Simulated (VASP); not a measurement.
A run of VASP 6.6.1:

INCAR

```
  PREC = Accurate
  ENCUT = 520
  EDIFF = 1E-6
  ISMEAR = 0
  SIGMA = 0.1
  LREAL = F
  LASPH = T
  NELM = 100
  ALGO = Normal
  ISIF = 2
  LWAVE = F
  LCHARG = T
  GGA = PE
  LELF = T
  LVHAR = T
  NBANDS = 22
```

File KPOINTS:

```
regular mesh
0
Gamma
  4 4 4
```

File POSCAR:

```
Hg2Se
1.0
    0.0000000000      3.3900208400      3.3900208400
    3.3900208400      0.0000000000      3.3900208400
    3.3900208400      3.3900208400      0.0000000000
Hg Se
2 1
Direct
    0.2500000000      0.2500000000      0.2500000000
    0.7500000000      0.7500000000      0.7500000000
    0.0000000000      0.0000000000      0.0000000000
```

Potentials or basis: VASP PAW PBE potentials, release 64 (Hg, Se).

Run with:

```bash
$ cat potpaw_PBE.64/Hg/POTCAR potpaw_PBE.64/Se/POTCAR > POTCAR
$ mpirun -np 1 vasp_std > vasp.out
```

Hardware: 1 thread of AMD EPYC 7R43 64-Core Processor (Zen 3), on a shared host.

Q: Estimate the wall time of this run.

A: Run time: 24 s on 1 thread of AMD EPYC 7R43 64-Core Processor (Zen 3), on a shared host, peak memory 0.17 GiB. Counts: scf iterations 12, k points 8.
